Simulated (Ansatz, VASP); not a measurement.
**BaHfO3 in VASP and in Ansatz**

```xyz
5
Lattice="4.1696 0.0000 0.0000 0.0000 4.1696 0.0000 0.0000 0.0000 4.1704" Properties=species:S:1:pos:R:3 pbc="T T T"
Ba    1.8896    2.1797    4.2146
Hf    0.0000    0.0000    2.0763
O     0.0000    2.0848    2.0806
O     2.0848    0.0000    2.0806
O     0.0000    0.0000    4.1618
```

Change from the starting cell: one atom moved.

Alike in both runs: task single point; functional PBE; k mesh 6 × 6 × 6; occupations gaussian, width 0.02 eV; no spin polarisation.

|  | VASP | Ansatz |
| --- | --- | --- |
| version | VASP 6.6.1 | Ansatz 0.2.0 |
| potentials or method | VASP PAW PBE potentials, release 64 (Ba_sv, Hf_pv, O), cutoff 520 eV | scalar-relativistic, plane waves, PAW |
| valence electrons in the cell | 38 | 54 |

|  | VASP | Ansatz | Ansatz less VASP |
| --- | --- | --- | --- |
| gap on the k mesh at the Fermi level (eV) | 3.53 | 3.61 | +0.080 |
| least direct gap on the mesh (eV) | 3.74 | 3.71 | -0.030 |
| pressure (GPa) | 4.8 | 5.2 | +0.46 |
| traceless stress, the component that is largest in VASP (GPa) | -0.80 | -0.75 | +0.058 |
| rms of the force components (eV/Å) | 0.349 | 0.326 | -0.0229 |

Atom by atom the forces differ by 0.034 eV/Å (rms over components). VASP's potentials hold 38 valence electrons a cell and Ansatz's 54, so a difference there can come from the potentials and not from the codes.

Neither program's run includes spin-orbit coupling.
